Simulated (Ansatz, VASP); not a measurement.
## Two plane-wave programs on SiC

```xyz
4
Lattice="3.0754 0.0000 0.0000 -1.5377 2.6633 0.0000 0.0000 0.0000 5.0481" Properties=species:S:1:pos:R:3 pbc="T T T"
Si    0.0000    1.7756    2.5220
Si    1.5377    0.8878    5.0460
C     0.0000    1.7756    4.4192
C     1.5377    0.8878    1.8951
```

Alike in both runs: task single point; functional PBE0; k mesh 6 × 6 × 4; no spin polarisation.

```csv
,VASP,Ansatz
version,VASP 6.6.1,Ansatz 0.2.0
potentials or method,"VASP PAW PBE potentials, release 64 (Si, C)","plane waves, PAW"
plane-wave cutoff (eV),520,420
occupations,"gaussian, width 0.01 eV",fixed
valence electrons in the cell,16,16
```

```tsv
	VASP	Ansatz	Ansatz less VASP
gap on the k mesh at the Fermi level (eV)	3.90	3.88	-0.020
pressure (GPa)	-1.7	-1.3	+0.40
traceless stress, the component that is largest in VASP (GPa)	-0.31	-0.34	-0.033
rms of the force components (eV/Å)	0.010	0.010	+0.0006
```

Atom by atom the forces differ by 0.001 eV/Å (rms over components). Ansatz's warnings: stress exchange threshold loose, stress scf threshold loose.
